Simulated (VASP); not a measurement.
CdTe: single point with r2SCAN

The system is CdTe.

```xyz
2
Lattice="0.0000 3.2050 3.2851 3.2050 0.0000 3.2851 3.2050 3.2050 0.0000" Properties=species:S:1:pos:R:3 pbc="T T T"
Cd    0.0000    0.0000    0.0000
Te    4.8075    4.8075    4.9277
```

This cell differs from its parent crystal: strain +0.000 along x and y, +0.025 along z.

```json
{
  "Program": "VASP 6.6.1",
  "Task": "single point",
  "Functional": "r2SCAN",
  "Potentials or basis": "VASP PAW PBE potentials, release 64 (Cd, Te)",
  "Cutoff": "520 eV",
  "k mesh": "8 × 8 × 8",
  "Occupations": "gaussian, width 0.05 eV",
  "Spin": "no spin polarisation",
  "Dipole correction": "no",
  "Further INCAR settings": "ALGO = Normal; EDIFF = 1e-06; NBANDS = 16"
}
```

| Quantity | Value |
| --- | --- |
| Pressure | 2.1 GPa |
| Band gap on the k mesh | 1.27 eV, direct |

Stress tensor (GPa, compression positive):
```
2.20 0.00 0.00
0.00 2.20 0.00
0.00 0.00 1.80
```

Levels at points of the mesh, in eV from the valence-band top:
```
           k point  band 5  band 6  band 7  band 8  band 9  band 10  band 11  band 12  band 13  band 14
(0.00, 0.00, 0.00)   -8.33   -8.33   -0.09    0.00    0.00     1.27     5.00     5.00     5.00     7.92
(0.50, 0.00, 0.00)   -8.31   -7.95   -4.58   -0.90   -0.77     2.21     5.48     5.63     7.40     9.24
(0.50, 0.50, 0.00)   -8.30   -7.82   -4.51   -1.90   -1.90     2.90     3.09     9.36     9.84     9.84
(0.50, 0.00, 0.50)   -8.29   -7.78   -4.38   -2.03   -1.99     2.80     2.89     9.54     9.72     9.90
```

Run time: 5.4 min on 1 thread of Intel(R) Xeon(R) Platinum 8175M CPU @ 2.50GHz (Skylake/Cascade Lake), on a shared host, peak memory 0.25 GiB.

Caveat: the cell differs from its parent crystal (strain +0.000 along x and y, +0.025 along z); the PAW data sets were made with another functional, which shifts forces and pressure a little; spin-orbit coupling is left out, which moves the levels of the heavy elements.
